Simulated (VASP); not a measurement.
Here is a VASP 6.6.1 calculation.

The input INCAR:

```
PREC = Accurate
ENCUT = 520
EDIFF = 1E-6
ISMEAR = 0
SIGMA = 0.15
LREAL = F
LASPH = T
NELM = 100
ALGO = Normal
ISIF = 2
LWAVE = F
LCHARG = T
LELF = T
LVHAR = T
NBANDS = 16
```

The input KPOINTS:

```
regular mesh
0
Gamma
  10 10 14
```

POSCAR

```
Al2Cu
1.0
    4.3252000000      0.0000000000      0.0000000000
    0.0000000000      4.3252000000      0.0000000000
    0.0000000000      0.0000000000      2.6709000000
Al Cu
2 1
Direct
    0.5000000000      0.0000000000      0.5000000000
    0.0000000000      0.5000000000      0.5000000000
    0.0000000000      0.0000000000      0.0000000000
```

Potentials or basis: VASP PAW LDA potentials, release 64 (Al, Cu).

Launch:

```bash
$ cat potpaw_LDA.64/Al/POTCAR potpaw_LDA.64/Cu/POTCAR > POTCAR
$ mpirun -np 1 vasp_std > vasp.out
```

**Question.** What does it give for the pressure?

**Answer.** -5.0 GPa.

**Question.** Estimate the band gap on the k mesh.

**Answer.** Zero (an odd number of electrons rules out a gap without spin polarisation).

Stress tensor (GPa, compression positive):
```
-7.81  0.00  0.00
 0.00 -7.81  0.00
 0.00  0.00  0.49
```

Caveat: the stress differs along the axes, from -8 to 0 GPa.
